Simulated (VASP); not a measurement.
## Hf2Si: single point with PBEsol

Hf2Si:

```
CELL_PARAMETERS angstrom
6.64086 0.00000 0.00000
0.00000 6.64086 0.00000
0.00000 0.00000 5.08150
ATOMIC_POSITIONS crystal
Hf 0.15655 0.34345 0.00000
Hf 0.84345 0.34345 0.50000
Hf 0.84345 0.65655 0.00000
Hf 0.15655 0.65655 0.50000
Hf 0.65655 0.84345 0.50000
Hf 0.34345 0.84345 0.00000
Hf 0.34345 0.15655 0.50000
Hf 0.65655 0.15655 0.00000
Si 0.00000 0.00000 0.25000
Si 0.00000 0.00000 0.75000
Si 0.50000 0.50000 0.75000
Si 0.50000 0.50000 0.25000
```

This cell differs from its parent crystal: biaxial strain in the a-b plane: +2.0 %.

```json
{
 "Program": "VASP 6.6.1",
 "Task": "single point",
 "Functional": "PBEsol",
 "Potentials or basis": "VASP PAW PBE potentials, release 64 (Hf_pv, Si)",
 "Cutoff": "520 eV",
 "k mesh": "6 × 6 × 8",
 "Occupations": "gaussian, width 0.1 eV",
 "Spin": "no spin polarisation",
 "Dipole correction": "no",
 "Further INCAR settings": "ALGO = Fast; EDIFF = 1e-06; NBANDS = 60"
}
```

```json
{"Pressure": "-4.0 GPa", "Largest force": "0.036 eV/Å", "Band gap on the k mesh": "zero (bands 48 and 49 overlap by 0.69 eV)"}
```

Forces in eV/Å, atoms in the order of the input:
```
Hf  -0.026  0.026  0.000
Hf   0.026  0.026  0.000
Hf   0.026 -0.026  0.000
Hf  -0.026 -0.026  0.000
Hf  -0.026  0.026  0.000
Hf   0.026  0.026  0.000
Hf   0.026 -0.026  0.000
Hf  -0.026 -0.026  0.000
Si   0.000  0.000  0.000
Si   0.000  0.000  0.000
Si   0.000  0.000  0.000
Si   0.000  0.000  0.000
```

Stress tensor (GPa, compression positive):
```
-5.97  0.00  0.00
 0.00 -5.97  0.00
 0.00  0.00  0.06
```

Levels at points of the mesh, in eV from the Fermi level:
```csv
k point,band 46,band 47,band 48,band 49,band 50,band 51
"(0.00, 0.00, 0.00)",-0.54,-0.10,0.21,0.21,0.37,1.20
"(0.50, 0.00, 0.00)",-1.04,-0.70,-0.70,0.88,0.88,0.98
"(0.50, 0.50, 0.00)",-0.60,-0.53,-0.53,1.17,1.17,1.34
"(0.00, 0.00, 0.50)",-0.06,-0.03,-0.03,-0.03,-0.03,0.42
"(0.50, 0.00, 0.50)",-0.48,-0.48,-0.48,0.18,0.18,0.18
"(0.50, 0.50, 0.50)",-0.71,-0.71,-0.71,0.27,0.27,0.27
```

Run time: 11 min on 1 thread of Intel(R) Xeon(R) Platinum 8488C (Sapphire Rapids) (shared host), peak memory 0.62 GiB.

Caveat: the cell differs from its parent crystal (biaxial strain in the a-b plane: +2.0 %); the cell stands under tension; the PAW data sets were made with another functional, which shifts forces and pressure a little; spin-orbit coupling is left out, which moves the levels of the heavy elements.
